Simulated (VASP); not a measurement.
# BP (rocksalt type) (Fm-3m) in VASP: further runs

Runs on BP (rocksalt type). Level: PBEsol. Tasks: single point.

Everything below comes from runs of VASP 6.6.1. Logs are shortened: lines on timing, memory, paths and dates and some standing lists are left out, and cuts for length are marked.

## Step 1: The cell of the first run

It takes space group Fm-3m (No. 225, cubic). Conventional cell: a = 4.202 Å, b = 4.202 Å, c = 4.202 Å, α = 90.00°, β = 90.00°, γ = 90.00°. B (site symmetry m-3m) has 6 P at 2.10 Å within 2.8 Å. Within 2.8 Å of P (site symmetry m-3m) lie 6 B at 2.10 Å.

## Step 2: Single point, PBEsol (volume scaled by 0.94)

File INCAR:

```
SYSTEM = BP
PREC     = Accurate       ! precision mode
ENCUT    = 520            ! plane-wave cutoff, eV
EDIFF    = 1E-7           ! SCF threshold, eV
ISMEAR   = -1             ! smearing method
SIGMA    = 0.1            ! smearing width, eV
LREAL    = .False.        ! projectors in reciprocal space
LASPH    = .True.         ! aspherical terms in the spheres
NELM     = 80             ! most SCF steps
ALGO     = Normal         ! electronic algorithm
ISIF     = 2              ! what is computed and relaxed
LWAVE    = .False.        ! write WAVECAR
LCHARG   = .False.        ! write CHGCAR
GGA      = PS             ! functional
NBANDS   = 11             ! bands
```

File KPOINTS:

```
Automatic mesh
0
Gamma
  15 15 15
  0 0 0
```

File POSCAR:

```
BP
1.0
    0.0000000000      2.1011672480      2.1011672480
    2.1011672480      0.0000000000      2.1011672480
    2.1011672480      2.1011672480      0.0000000000
B P
1 1
Direct
    0.0000000000      0.0000000000      0.0000000000
    0.5000000000      0.5000000000      0.5000000000
```

Potentials or basis: VASP PAW PBE potentials, release 64 (B, P).

Run with:

```sh
$ cat potpaw_PBE.64/B/POTCAR potpaw_PBE.64/P/POTCAR > POTCAR
$ mpirun -np 1 vasp_std > vasp.out
```

OUTCAR:

```text
SYSTEM = BP
   PREC = Accurate
   ENCUT = 520
   EDIFF = 1E-7
   ISMEAR = -1
   LREAL = .False.
   LASPH = .True.
   NELM = 80
   ISIF = 2
   GGA = PS

 ion  position               nearest neighbor table
   1  0.000  0.000  0.000-   2 2.10   2 2.10   2 2.10   2 2.10   2 2.10   2 2.10
   2  0.500  0.500  0.500-   1 2.10   1 2.10   1 2.10   1 2.10   1 2.10   1 2.10

  LATTYP: Found a face centered cubic cell.
 ALAT       =     4.2023344960

  Lattice vectors:

 A1 = (   0.0000000000,   2.1011672480,   2.1011672480)
 A2 = (   2.1011672480,   0.0000000000,   2.1011672480)
 A3 = (   2.1011672480,   2.1011672480,   0.0000000000)

Analysis of symmetry for initial positions (statically):
=====================================================================
 Subroutine PRICEL returns:
 Original cell was already a primitive cell.

 Routine SETGRP: Setting up the symmetry group for a
 face centered cubic supercell.

 Subroutine GETGRP returns: Found 48 space group operations
 (whereof 48 operations were pure point group operations)
 out of a pool of 48 trial point group operations.

The static configuration has the point symmetry O_h .

Analysis of symmetry for dynamics (positions and initial velocities):
=====================================================================
 Subroutine PRICEL returns:
 Original cell was already a primitive cell.

 Routine SETGRP: Setting up the symmetry group for a
 face centered cubic supercell.

 Subroutine GETGRP returns: Found 48 space group operations
 (whereof 48 operations were pure point group operations)
 out of a pool of 48 trial point group operations.

The dynamic configuration has the point symmetry O_h .

 Subroutine INISYM returns: Found 48 space group operations
 (whereof 48 operations are pure point group operations),
 and found     1 'primitive' translations

----------------------------------------------------------------------------------------

                                     Primitive cell

  volume of cell :      18.5529

  direct lattice vectors                    reciprocal lattice vectors
     0.000000000  2.101167248  2.101167248    -0.237962971  0.237962971  0.237962971
     2.101167248  0.000000000  2.101167248     0.237962971 -0.237962971  0.237962971
     2.101167248  2.101167248  0.000000000     0.237962971  0.237962971 -0.237962971

  length of vectors
     2.971499219  2.971499219  2.971499219     0.412163955  0.412163955  0.412163955

  position of ions in fractional coordinates (direct lattice)
     0.000000000  0.000000000  0.000000000
     0.500000000  0.500000000  0.500000000

  ion indices of the primitive-cell ions
   primitive index   ion index
                 1           1
                 2           2

----------------------------------------------------------------------------------------

 KPOINTS: Automatic mesh

Automatic generation of k-mesh.
 Grid dimensions read from file:
 generate k-points for:   15   15   15

 Generating k-lattice:

  Cartesian coordinates                     Fractional coordinates (reciprocal lattice)
    -0.015864198  0.015864198  0.015864198     0.066666667  0.000000000  0.000000000
     0.015864198 -0.015864198  0.015864198     0.000000000  0.066666667  0.000000000
     0.015864198  0.015864198 -0.015864198     0.000000000  0.000000000  0.066666667

  Length of vectors
     0.027477597  0.027477597  0.027477597

  Shift w.r.t. Gamma in fractional coordinates (k-lattice)
     0.000000000  0.000000000  0.000000000

 Subroutine IBZKPT returns following result:
 ===========================================

 Found    120 irreducible k-points:

 Following reciprocal coordinates:
            Coordinates               Weight
  0.000000  0.000000  0.000000      1.000000
  0.066667  0.000000  0.000000      8.000000
  0.133333  0.000000  0.000000      8.000000
  0.200000  0.000000  0.000000      8.000000
  0.266667  0.000000  0.000000      8.000000
  0.333333  0.000000  0.000000      8.000000
[... 16 lines left out ...]
  0.133333  0.133333  0.000000      6.000000
  0.200000  0.133333  0.000000     24.000000
 [... further k-points ...]
   k-points           NKPTS =    120   k-points in BZ     NKDIM =    120   number of bands    NBANDS=     11
   number of dos      NEDOS =    301   number of ions     NIONS =      2
   total plane-waves  NPLWV =  13824
   dimension x,y,z NGX =    24 NGY =   24 NGZ =   24
   dimension x,y,z NGXF=    48 NGYF=   48 NGZF=   48
   ions per type =               1   1
   NGX,Y,Z   is equivalent  to a cutoff of  13.43, 13.43, 13.43 a.u.
   NGXF,Y,Z  is equivalent  to a cutoff of  26.85, 26.85, 26.85 a.u.
 SYSTEM =  BP
   PREC   = accura    normal or accurate (medium, high low for compatibility)
   ISTART =      0    job   : 0-new  1-cont  2-samecut
   ICHARG =      2    charge: 1-file 2-atom 10-const
   ISPIN  =      1    spin polarized calculation?
   LNONCOLLINEAR =      F non collinear calculations
   LSORBIT =      F    spin-orbit coupling
   LASPH  =      T    aspherical Exc in radial PAW
   ENCUT  =  520.0 eV  38.22 Ry    6.18 a.u.   5.53  5.53  5.53*2*pi/ulx,y,z
   NELM   =     80;   NELMIN=  2; NELMDL= -5     # of ELM steps
   EDIFF  = 0.1E-06   stopping-criterion for ELM
   LREAL  =      F    real-space projection
   EDIFFG = 0.1E-05   stopping-criterion for IOM
   NSW    =      0    number of steps for IOM
   IBRION =     -1    ionic relax: 0-MD 1-quasi-New 2-CG
   NFREE  =      0    steps in history (QN), initial steepest desc. (CG)
   ISIF   =      2    stress and relaxation
   ISYM   =      2    0-nonsym 1-usesym 2-fastsym
   POTIM  = 0.5000    time-step for ionic-motion
   TEBEG  =    0.0;   TEEND  =   0.0 temperature during run
   PSTRESS=    0.0 pullay stress
   NELECT =       8.0000    total number of electrons
   NUPDOWN=      -1.0000    fix difference up-down
   EMIN   =  10.00;   EMAX   =-10.00  energy-range for DOS
   EFERMI =   0.00;   METHOD = LEGACY
   ISMEAR =    -1;   SIGMA  =   0.10  broadening in eV -4-tet -1-fermi 0-gaus
   EFERMI_NEDOS =   21; number of points for ismear=-14 and -15
   IALGO  =     38    algorithm
   IMIX   =      4    mixing-type and parameters
     AMIX     =   0.40;   BMIX     =  1.00
     AMIX_MAG =   1.60;   BMIX_MAG =  1.00
  volume/ion in A,a.u.               =       9.28        62.60
  Fermi-wavevector in a.u.,A,eV,Ry     =   1.236804  2.337221 20.812615  1.529684
  Thomas-Fermi vector in A             =   2.371397
   LORBIT       =      0    0 simple, 1 ext, 2 COOP (PROOUT), +10 PAW based schemes
   GGA     = PS    functional components
   LHFCALC =     F    Hartree Fock is set to
   AEXX    =    0.0000 exact exchange contribution
   IVDW    =     0    specifies the selected vdW correction
   LEPSILON=     F    determine dielectric tensor
   LRPA    =     F    only Hartree local field effects (RPA)
 non-spin polarized calculation
  energy-cutoff  :      520.00
  volume of cell :       18.55
 maximum number of plane-waves:       531
 NGX is ok and might be reduce to    24
   NGX = 11   NGY = 11   NGZ = 11

 number of electron       8.0000000 magnetization

 Free energy of the ion-electron system (eV)
  ---------------------------------------------------
  ext. energy  EPLUGINS =         0.00000000
  ---------------------------------------------------
  free energy    TOTEN  =       -11.67195300 eV

  energy without entropy =      -11.64692344  energy(sigma->0) =      -11.65943822

 E-fermi :  10.8732     XC(G=0): -12.3635

 val. band max:       10.8713043286   @ k =  -0.4667   0.2667   0.0000
 cond. band min:      10.9019121284   @ k =   0.1333   0.0667   0.0000
 fundamental gap:      0.0306077997
 Fermi energy:        10.8732440197

 k-point     1 :       0.0000    0.0000    0.0000
  band No.  band energies     occupation
      1      -7.0010      2.00000
      2      10.9053      0.84115
      3      10.9053      0.84115
      4      10.9053      0.84115
      5      18.6659      0.00000
      6      18.6659      0.00000
      7      18.6659      0.00000
      8      18.9034      0.00000
      9      20.1072      0.00000
     10      20.1072      0.00000
     11      20.1072      0.00000

 k-point     2 :       0.0667    0.0000    0.0000
  band No.  band energies     occupation
      1      -6.9006      2.00000
      2      10.2538      1.99593
      3      10.8642      1.04531
      4      10.8642      1.04531
      5      18.5308      0.00000
      6      18.9083      0.00000
      7      18.9083      0.00000
      8      19.1883      0.00000
      9      19.1883      0.00000
     10      19.2135      0.00000
     11      20.1205      0.00000

 k-point     3 :       0.1333    0.0000    0.0000
  band No.  band energies     occupation
      1      -6.6000      2.00000
      2       8.7050      2.00000
      3      10.7687      1.47971
      4      10.7687      1.47971
      5      17.6849      0.00000
      6      17.6849      0.00000
      7      18.0710      0.00000
      8      19.5460      0.00000
      9      19.6094      0.00000
     10      19.6094      0.00000
     11      20.6518      0.00000

 k-point     4 :       0.2000    0.0000    0.0000
  band No.  band energies     occupation
      1      -6.1011      2.00000
      2       6.8107      2.00000
      3      10.6804      1.74617
      4      10.6804      1.74617
      5      16.2347      0.00000
      6      16.2347      0.00000
      7      17.5673      0.00000
      8      19.3585      0.00000
      9      20.6976      0.00000
     10      20.6976      0.00000
     11      21.8290      0.00000
[... 239 lines left out ...]
 k-point    22 :      -0.0667    0.0667    0.0000
  band No.  band energies     occupation
      1      -6.7334      2.00000
      2       9.6739      1.99999
      3      10.0995      1.99913
      4      11.1617      0.10587
      5      17.5705      0.00000
      6      18.4142      0.00000
      7      18.5961      0.00000
      8      18.9525      0.00000
      9      19.2196      0.00000
     10      20.3244      0.00000
     11      20.4485      0.00000

 k-point    23 :       0.1333    0.1333    0.0000
  band No.  band energies     occupation
      1      -6.4657      2.00000
      2       9.6126      1.99999
      3       9.6126      1.99999
      4      10.2682      1.99530
      5      14.8195      0.00000
      6      16.9111      0.00000
      7      20.2302      0.00000
      8      20.5344      0.00000
      9      20.5344      0.00000
     10      21.0098      0.00000
     11      21.0098      0.00000

 k-point    24 :       0.2000    0.1333    0.0000
  band No.  band energies     occupation
      1      -6.0988      2.00000
      2       8.2608      2.00000
      3       9.1758      2.00000
      4      10.5283      1.93844
      5      13.3345      0.00000
      6      16.6538      0.00000
      7      19.8496      0.00000
      8      20.2405      0.00000
      9      20.7190      0.00000
     10      22.1581      0.00000
     11      22.4401      0.00000

 [... further k-points ...]
[... 5 lines left out ...]
  --------------------------------------------------------------------------------------
  -------------------------------------------------------------------------------------
  Total        1.3790795      1.3790795      1.3790795      0.0000000     -0.0000000      0.0000000
  in kB      119.0934879    119.0934879    119.0934879      0.0000000     -0.0000000      0.0000000
  external PRESSURE =     119.0934879 kB  Pullay stress =       0.0000000 kB

 VOLUME and BASIS-vectors are now :
 -----------------------------------------------------------------------------
  energy-cutoff  :      520.00
  volume of cell :       18.55
      direct lattice vectors                 reciprocal lattice vectors
     0.000000000  2.101167248  2.101167248    -0.237962971  0.237962971  0.237962971
     2.101167248  0.000000000  2.101167248     0.237962971 -0.237962971  0.237962971
     2.101167248  2.101167248  0.000000000     0.237962971  0.237962971 -0.237962971

 POSITION                                       TOTAL-FORCE (eV/Angst)
 -----------------------------------------------------------------------------------
      0.00000      0.00000      0.00000         0.000000     -0.000000     -0.000000
      2.10117      2.10117      2.10117        -0.000000      0.000000      0.000000
 -----------------------------------------------------------------------------------
    total drift:                                0.000000     -0.000000     -0.000000

  FREE ENERGIE OF THE ION-ELECTRON SYSTEM (eV)
  ---------------------------------------------------
  free  energy   TOTEN  =       -11.6719530049 eV

  energy  without entropy=      -11.6469234375  energy(sigma->0) =      -11.65943822
```

It took 12 s on 1 thread of Intel Xeon 6975P-C, shared host; peak memory 0.15 GiB.

What came out:

```yaml
Free_energy: -11.6720 eV
Pressure: 11.9 GPa
Band_gap_on_the_k_mesh: zero (band 4 reaches 12.26 eV, above the bottom of band 5 at 8.34 eV)
```

Levels at points of the mesh, in eV from the Fermi level:
```csv
k point,band 1,band 2,band 3,band 4,band 5,band 6,band 7,band 8,band 9
"(0.00, 0.00, 0.00)",-17.87,0.03,0.03,0.03,7.79,7.79,7.79,8.03,9.23
```

Caveat: the PAW data sets were made with another functional, which shifts forces and pressure a little.

## Step 3: Single point, PBEsol (volume scaled by 0.94, partial waves polarizable)

File INCAR:

```
PREC = Accurate
ENCUT = 520
EDIFF = 1E-6
ISMEAR = -1
SIGMA = 0.1
LREAL = False
LASPH = True
NELM = 80
ALGO = Normal
ISIF = 2
LWAVE = False
LCHARG = True
GGA = PS
LELF = True
LVHAR = True
NBANDS = 11
```

File KPOINTS:

```
Automatic mesh
0
Gamma
  15 15 15
```

POSCAR is that of step 2.

Potentials or basis: VASP PAW PBE potentials, release 64 (B, P).

Run with:

```sh
$ cat potpaw_PBE.64/B/POTCAR potpaw_PBE.64/P/POTCAR > POTCAR
$ mpirun -np 1 vasp_std > vasp.out
```

OUTCAR:

```text
PREC = Accurate
   ENCUT = 520
   EDIFF = 1E-6
   ISMEAR = -1
   LREAL = False
   LASPH = True
   NELM = 80
   ISIF = 2
   GGA = PS

 ion  position               nearest neighbor table
   1  0.000  0.000  0.000-   2 2.10   2 2.10   2 2.10   2 2.10   2 2.10   2 2.10
   2  0.500  0.500  0.500-   1 2.10   1 2.10   1 2.10   1 2.10   1 2.10   1 2.10

  LATTYP: Found a face centered cubic cell.
 ALAT       =     4.2023344960

  Lattice vectors:

 A1 = (   0.0000000000,   2.1011672480,   2.1011672480)
 A2 = (   2.1011672480,   0.0000000000,   2.1011672480)
[... 513 lines left out ...]
      7      19.8495      0.00000
      8      20.2404      0.00000
      9      20.7189      0.00000
     10      22.1581      0.00000
     11      22.4401      0.00000

 [... further k-points ...]
[... 5 lines left out ...]
  --------------------------------------------------------------------------------------
  -------------------------------------------------------------------------------------
  Total        1.3798763      1.3798763      1.3798763     -0.0000000      0.0000000     -0.0000000
  in kB      119.1622968    119.1622968    119.1622968     -0.0000000      0.0000000     -0.0000000
  external PRESSURE =     119.1622968 kB  Pullay stress =       0.0000000 kB

 VOLUME and BASIS-vectors are now :
 -----------------------------------------------------------------------------
  energy-cutoff  :      520.00
  volume of cell :       18.55
      direct lattice vectors                 reciprocal lattice vectors
     0.000000000  2.101167248  2.101167248    -0.237962971  0.237962971  0.237962971
     2.101167248  0.000000000  2.101167248     0.237962971 -0.237962971  0.237962971
     2.101167248  2.101167248  0.000000000     0.237962971  0.237962971 -0.237962971

 POSITION                                       TOTAL-FORCE (eV/Angst)
 -----------------------------------------------------------------------------------
      0.00000      0.00000      0.00000         0.000000      0.000000     -0.000000
      2.10117      2.10117      2.10117        -0.000000      0.000000      0.000000
 -----------------------------------------------------------------------------------
    total drift:                                0.000000     -0.000000     -0.000000

  FREE ENERGIE OF THE ION-ELECTRON SYSTEM (eV)
  ---------------------------------------------------
  free  energy   TOTEN  =       -11.6719529327 eV

  energy  without entropy=      -11.6469231667  energy(sigma->0) =      -11.65943805
```

OSZICAR:

```text
N       E                     dE             d eps       ncg     rms          rms(c)
DAV:   1     0.837701250799E+01    0.83770E+01   -0.41224E+03  2640   0.672E+02
DAV:   2    -0.114197143522E+02   -0.19797E+02   -0.19143E+02  3504   0.112E+02
DAV:   3    -0.119482594400E+02   -0.52855E+00   -0.52118E+00  3234   0.146E+01
DAV:   4    -0.119497435814E+02   -0.14841E-02   -0.14838E-02  3087   0.881E-01
DAV:   5    -0.119497469667E+02   -0.33853E-05   -0.33851E-05  3196   0.400E-02    0.707E+00
DAV:   6    -0.116885659808E+02    0.26118E+00   -0.76350E-01  2924   0.355E+00    0.381E+00
DAV:   7    -0.116739233086E+02    0.14643E-01   -0.81470E-02  3237   0.146E+00    0.137E+00
DAV:   8    -0.116719736911E+02    0.19496E-02   -0.32599E-03  2925   0.311E-01    0.182E-01
DAV:   9    -0.116719513890E+02    0.22302E-04   -0.15371E-04  3126   0.741E-02    0.346E-02
DAV:  10    -0.116719532077E+02   -0.18187E-05   -0.89485E-06  3067   0.196E-02    0.130E-02
DAV:  11    -0.116719529327E+02    0.27497E-06   -0.13237E-06  1574   0.544E-03
   1 F= -.11671953E+02 E0= -.11659438E+02  d E =-.250298E-01
```

It took 12 s on 1 thread of Intel Xeon 6975P-C, shared host; peak memory 0.15 GiB.

What came out:

* Free energy: -11.6720 eV
* Pressure: 11.9 GPa
* Band gap on the k mesh: zero (band 4 reaches 12.26 eV, above the bottom of band 5 at 8.34 eV)

Caveat: the PAW data sets were made with another functional, which shifts forces and pressure a little.
